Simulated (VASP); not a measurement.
# TiTe2 (Fm-3m) in VASP: further runs

TiTe2 is run at these levels: r2SCAN, PBE-based global hybrid with 15 % exact exchange; tasks: single point.

Program: VASP 6.6.1. These are calculated values, not measurements. Logs are shortened: lines on timing, memory, paths and dates and some standing lists are left out, and cuts for length are marked.

**1. The cell of the first run**

Symmetry: Fm-3m, No. 225, cubic system. The conventional cell has a = 6.880 Å, b = 6.880 Å, c = 6.880 Å, α = 90.00°, β = 90.00°, γ = 90.00°. Within 3.9 Å of Ti (site symmetry m-3m) lie 8 Te at 2.98 Å. Within 3.9 Å of Te (site symmetry -43m) lie 4 Ti at 2.98 Å and 6 Te at 3.44 Å.

**2. Single point, r2SCAN**

Input file POSCAR:

```
TiTe2
1.0
    0.0000000000      3.4401227243      3.4401227243
    3.4401227243      0.0000000000      3.4401227243
    3.4401227243      3.4401227243      0.0000000000
Ti Te
1 2
Direct
    0.0000000000      0.0000000000      0.0000000000
    0.2500000000      0.2500000000      0.2500000000
    0.7500000000      0.7500000000      0.7500000000
```

Input file INCAR.step1:

```
ALGO = Normal
EDIFF = 1E-4
ENCUT = 520
GGA = PE
ISMEAR = 1
LASPH = T
LCHARG = F
LREAL = F
LWAVE = T
NBANDS = 19
NELM = 100
PREC = Accurate
SIGMA = 0.001
```

Input file INCAR.step2:

```
ALGO = Normal
EDIFF = 1E-6
ENCUT = 520
ISIF = 2
ISMEAR = 1
ISTART = 1
LASPH = T
LCHARG = F
LMIXTAU = T
LREAL = F
LWAVE = F
METAGGA = R2SCAN
NBANDS = 19
NELM = 100
PREC = Accurate
SIGMA = 0.001
```

Input file KPOINTS:

```
k-points
0
Gamma
  4 4 4
```

Potentials or basis: VASP PAW PBE potentials, release 64 (Ti_sv, Te).

Launch:

```console
> cat potpaw_PBE.64/Ti_sv/POTCAR potpaw_PBE.64/Te/POTCAR > POTCAR
> cp INCAR.step1 INCAR
> mpirun -np 1 vasp_std > vasp.out
> cp INCAR.step2 INCAR
> mpirun -np 1 vasp_std > vasp.out
```

OUTCAR:

```text
EDIFF = 1E-6
   ENCUT = 520
   ISIF = 2
   ISMEAR = 1
   ISTART = 1
   LASPH = T
   LREAL = F
   METAGGA = R2SCAN
   NELM = 100
   PREC = Accurate

 ion  position               nearest neighbor table
   1  0.000  0.000  0.000-   3 2.98   3 2.98   3 2.98   2 2.98   3 2.98   2 2.98   2 2.98   2 2.98

   2  0.250  0.250  0.250-   1 2.98   1 2.98   1 2.98   1 2.98   3 3.44   3 3.44   3 3.44   3 3.44
                             3 3.44   3 3.44
   3  0.750  0.750  0.750-   1 2.98   1 2.98   1 2.98   1 2.98   2 3.44   2 3.44   2 3.44   2 3.44
                             2 3.44   2 3.44

  LATTYP: Found a face centered cubic cell.
 ALAT       =     6.8802454486

  Lattice vectors:

 A1 = (   0.0000000000,   3.4401227243,   3.4401227243)
 A2 = (   3.4401227243,   0.0000000000,   3.4401227243)
 A3 = (   3.4401227243,   3.4401227243,   0.0000000000)

Analysis of symmetry for initial positions (statically):
=====================================================================
 Subroutine PRICEL returns:
 Original cell was already a primitive cell.

 Routine SETGRP: Setting up the symmetry group for a
 face centered cubic supercell.

 Subroutine GETGRP returns: Found 48 space group operations
 (whereof 48 operations were pure point group operations)
 out of a pool of 48 trial point group operations.

The static configuration has the point symmetry O_h .

Analysis of symmetry for dynamics (positions and initial velocities):
=====================================================================
 Subroutine PRICEL returns:
 Original cell was already a primitive cell.

 Routine SETGRP: Setting up the symmetry group for a
 face centered cubic supercell.

 Subroutine GETGRP returns: Found 48 space group operations
 (whereof 48 operations were pure point group operations)
 out of a pool of 48 trial point group operations.

The dynamic configuration has the point symmetry O_h .

 Subroutine INISYM returns: Found 48 space group operations
 (whereof 48 operations are pure point group operations),
 and found     1 'primitive' translations

----------------------------------------------------------------------------------------

                                     Primitive cell

  volume of cell :      81.4239

  direct lattice vectors                    reciprocal lattice vectors
     0.000000000  3.440122724  3.440122724    -0.145343652  0.145343652  0.145343652
     3.440122724  0.000000000  3.440122724     0.145343652 -0.145343652  0.145343652
     3.440122724  3.440122724  0.000000000     0.145343652  0.145343652 -0.145343652

  length of vectors
     4.865068213  4.865068213  4.865068213     0.251742590  0.251742590  0.251742590

  position of ions in fractional coordinates (direct lattice)
     0.000000000  0.000000000  0.000000000
     0.250000000  0.250000000  0.250000000
     0.750000000  0.750000000  0.750000000

  ion indices of the primitive-cell ions
   primitive index   ion index
                 1           1
                 2           2
                 3           3

----------------------------------------------------------------------------------------

 KPOINTS: k-points

Automatic generation of k-mesh.
 Grid dimensions read from file:
 generate k-points for:    4    4    4

 Generating k-lattice:

  Cartesian coordinates                     Fractional coordinates (reciprocal lattice)
    -0.036335913  0.036335913  0.036335913     0.250000000  0.000000000  0.000000000
     0.036335913 -0.036335913  0.036335913     0.000000000  0.250000000  0.000000000
     0.036335913  0.036335913 -0.036335913     0.000000000  0.000000000  0.250000000

  Length of vectors
     0.062935647  0.062935647  0.062935647

  Shift w.r.t. Gamma in fractional coordinates (k-lattice)
     0.000000000  0.000000000  0.000000000

 Subroutine IBZKPT returns following result:
 ===========================================

 Found      8 irreducible k-points:

 Following reciprocal coordinates:
            Coordinates               Weight
  0.000000  0.000000  0.000000      1.000000
  0.250000  0.000000  0.000000      8.000000
  0.500000  0.000000  0.000000      4.000000
  0.250000  0.250000  0.000000      6.000000
  0.500000  0.250000  0.000000     24.000000
 -0.250000  0.250000  0.000000     12.000000
  0.500000  0.500000  0.000000      3.000000
 -0.250000  0.500000  0.250000      6.000000
   k-points           NKPTS =      8   k-points in BZ     NKDIM =      8   number of bands    NBANDS=     19
   number of dos      NEDOS =    301   number of ions     NIONS =      3
   total plane-waves  NPLWV =  46656
   dimension x,y,z NGX =    36 NGY =   36 NGZ =   36
   dimension x,y,z NGXF=    72 NGYF=   72 NGZF=   72
   ions per type =               1   2
   NGX,Y,Z   is equivalent  to a cutoff of  12.30, 12.30, 12.30 a.u.
   NGXF,Y,Z  is equivalent  to a cutoff of  24.60, 24.60, 24.60 a.u.
 SYSTEM =  unknown system
   PREC   = accura    normal or accurate (medium, high low for compatibility)
   ISTART =      1    job   : 0-new  1-cont  2-samecut
   ICHARG =      0    charge: 1-file 2-atom 10-const
   ISPIN  =      1    spin polarized calculation?
   LNONCOLLINEAR =      F non collinear calculations
   LSORBIT =      F    spin-orbit coupling
   LASPH  =      T    aspherical Exc in radial PAW
   ENCUT  =  520.0 eV  38.22 Ry    6.18 a.u.   9.05  9.05  9.05*2*pi/ulx,y,z
   NELM   =    100;   NELMIN=  2; NELMDL=  0     # of ELM steps
   EDIFF  = 0.1E-05   stopping-criterion for ELM
   LREAL  =      F    real-space projection
   EDIFFG = 0.1E-04   stopping-criterion for IOM
   NSW    =      0    number of steps for IOM
   IBRION =     -1    ionic relax: 0-MD 1-quasi-New 2-CG
   NFREE  =      0    steps in history (QN), initial steepest desc. (CG)
   ISIF   =      2    stress and relaxation
   ISYM   =      2    0-nonsym 1-usesym 2-fastsym
   POTIM  = 0.5000    time-step for ionic-motion
   TEBEG  =    0.0;   TEEND  =   0.0 temperature during run
   PSTRESS=    0.0 pullay stress
   NELECT =      24.0000    total number of electrons
   NUPDOWN=      -1.0000    fix difference up-down
   EMIN   =  10.00;   EMAX   =-10.00  energy-range for DOS
   EFERMI =   0.00;   METHOD = LEGACY
   ISMEAR =     1;   SIGMA  =   0.00  broadening in eV -4-tet -1-fermi 0-gaus
   EFERMI_NEDOS =   21; number of points for ismear=-14 and -15
   IALGO  =     38    algorithm
   IMIX   =      4    mixing-type and parameters
     AMIX     =   0.40;   BMIX     =  1.00
     AMIX_MAG =   1.60;   BMIX_MAG =  1.00
  volume/ion in A,a.u.               =      27.14       183.16
  Fermi-wavevector in a.u.,A,eV,Ry     =   1.089502  2.058860 16.150310  1.187014
  Thomas-Fermi vector in A             =   2.225706
   LORBIT       =      0    0 simple, 1 ext, 2 COOP (PROOUT), +10 PAW based schemes
   METAGGA = R2SCAN    functional components
   LHFCALC =     F    Hartree Fock is set to
   AEXX    =    0.0000 exact exchange contribution
   IVDW    =     0    specifies the selected vdW correction
   LEPSILON=     F    determine dielectric tensor
   LRPA    =     F    only Hartree local field effects (RPA)
 non-spin polarized calculation
 Methfessel and Paxton  Order N= 1 SIGMA  =   0.00
  energy-cutoff  :      520.00
  volume of cell :       81.42
 maximum number of plane-waves:      2209
   NGX = 19   NGY = 19   NGZ = 19

 number of electron      23.9999994 magnetization

 Free energy of the ion-electron system (eV)
  ---------------------------------------------------
  ext. energy  EPLUGINS =         0.00000000
  ---------------------------------------------------
  free energy    TOTEN  =       -64.94261764 eV

  energy without entropy =      -64.94257097  energy(sigma->0) =      -64.94260208

 E-fermi :   7.4515     XC(G=0): -10.2831

 val. band max:        7.3572094483   @ k =   0.0000   0.0000   0.0000
 cond. band min:       7.4517027861   @ k =  -0.2500   0.2500   0.0000
 fundamental gap:      0.0944933378
 Fermi energy:         7.4515013847

 k-point     1 :       0.0000    0.0000    0.0000
  band No.  band energies     occupation
      1     -52.9980      2.00000
      2     -28.2036      2.00000
      3     -28.2036      2.00000
      4     -28.2035      2.00000
      5      -6.4212      2.00000
      6      -2.3105      2.00000
[... 11 lines left out ...]
     18      10.5528      0.00000
     19      10.5528      0.00000

 k-point     2 :       0.2500    0.0000    0.0000
  band No.  band energies     occupation
      1     -52.9979      2.00000
      2     -28.2057      2.00000
      3     -28.2039      2.00000
      4     -28.2038      2.00000
      5      -5.9512      2.00000
      6      -3.1954      2.00000
[... 11 lines left out ...]
     18      11.7034      0.00000
     19      11.9991      0.00000

 k-point     3 :       0.5000    0.0000    0.0000
  band No.  band energies     occupation
      1     -52.9978      2.00000
      2     -28.2079      2.00000
      3     -28.2042      2.00000
      4     -28.2042      2.00000
      5      -4.8016      2.00000
      6      -4.6318      2.00000
[... 11 lines left out ...]
     18      13.3987      0.00000
     19      13.6400      0.00000

 k-point     4 :       0.2500    0.2500    0.0000
  band No.  band energies     occupation
      1     -52.9979      2.00000
      2     -28.2058      2.00000
      3     -28.2043      2.00000
      4     -28.2043      2.00000
      5      -5.8237      2.00000
      6      -3.2216      2.00000
[... 11 lines left out ...]
     18      10.2236      0.00000
     19      13.2203      0.00000

 k-point     5 :       0.5000    0.2500    0.0000
  band No.  band energies     occupation
      1     -52.9978      2.00000
      2     -28.2073      2.00000
      3     -28.2054      2.00000
      4     -28.2046      2.00000
      5      -4.9902      2.00000
      6      -4.1346      2.00000
[... 11 lines left out ...]
     18      11.0964      0.00000
     19      14.0408      0.00000

 k-point     6 :      -0.2500    0.2500    0.0000
  band No.  band energies     occupation
      1     -52.9979      2.00000
      2     -28.2067      2.00000
      3     -28.2055      2.00000
      4     -28.2042      2.00000
      5      -5.2656      2.00000
      6      -3.9583      2.00000
[... 11 lines left out ...]
     18      11.8710      0.00000
     19      12.7851      0.00000

 k-point     7 :       0.5000    0.5000    0.0000
  band No.  band energies     occupation
      1     -52.9978      2.00000
      2     -28.2081      2.00000
      3     -28.2051      2.00000
      4     -28.2050      2.00000
      5      -4.9762      2.00000
      6      -3.8331      2.00000
[... 11 lines left out ...]
     18      10.4184      0.00000
     19      13.9242      0.00000

 k-point     8 :      -0.2500    0.5000    0.2500
  band No.  band energies     occupation
      1     -52.9978      2.00000
      2     -28.2066      2.00000
      3     -28.2066      2.00000
      4     -28.2051      2.00000
      5      -4.4888      2.00000
      6      -4.4888      2.00000
[... 11 lines left out ...]
     18      11.6246      0.00000
     19      11.9419      0.00000

------------------------ aborting loop because EDIFF is reached ----------------------------------------

  FORCE on cell =-STRESS in cart. coord.  units (eV):
  Direction    XX          YY          ZZ          XY          YZ          ZX
  --------------------------------------------------------------------------------------
  -------------------------------------------------------------------------------------
  Total        0.2648432      0.2648432      0.2648432     -0.0000000     -0.0000000      0.0000000
  in kB        5.2113186      5.2113186      5.2113186     -0.0000000     -0.0000000      0.0000000
  external PRESSURE =       5.2113186 kB  Pullay stress =       0.0000000 kB

 VOLUME and BASIS-vectors are now :
 -----------------------------------------------------------------------------
  energy-cutoff  :      520.00
  volume of cell :       81.42
      direct lattice vectors                 reciprocal lattice vectors
     0.000000000  3.440122724  3.440122724    -0.145343652  0.145343652  0.145343652
     3.440122724  0.000000000  3.440122724     0.145343652 -0.145343652  0.145343652
     3.440122724  3.440122724  0.000000000     0.145343652  0.145343652 -0.145343652

 POSITION                                       TOTAL-FORCE (eV/Angst)
 -----------------------------------------------------------------------------------
      0.00000      0.00000      0.00000        -0.000000      0.000000     -0.000000
      1.72006      1.72006      1.72006         0.000000      0.000000      0.000000
      5.16018      5.16018      5.16018         0.000000     -0.000000      0.000000
 -----------------------------------------------------------------------------------
    total drift:                               -0.000000      0.000000      0.000000

  FREE ENERGIE OF THE ION-ELECTRON SYSTEM (eV)
  ---------------------------------------------------
  free  energy   TOTEN  =       -64.9426176369 eV

  energy  without entropy=      -64.9425709670  energy(sigma->0) =      -64.94260208
```

It took 98 s on 1 thread of Intel Xeon 8259CL, shared host; peak memory 0.22 GiB.

What came out:

* Free energy: -64.9426 eV
* Pressure: 0.5 GPa
* Band gap on the k mesh: zero (bands 12 and 13 overlap by 0.27 eV)

Caveat: the k points lie up to 0.40 Å⁻¹ apart; the structure was generated, so it needn't be the stable form of TiTe2; the PAW data sets were made with another functional, which shifts forces and pressure a little; spin-orbit coupling is left out, which moves the levels of the heavy elements.

(Continued in part 2 of 2.)

The gap in the log of VASP goes by the Fermi energy; the results here count the filled bands.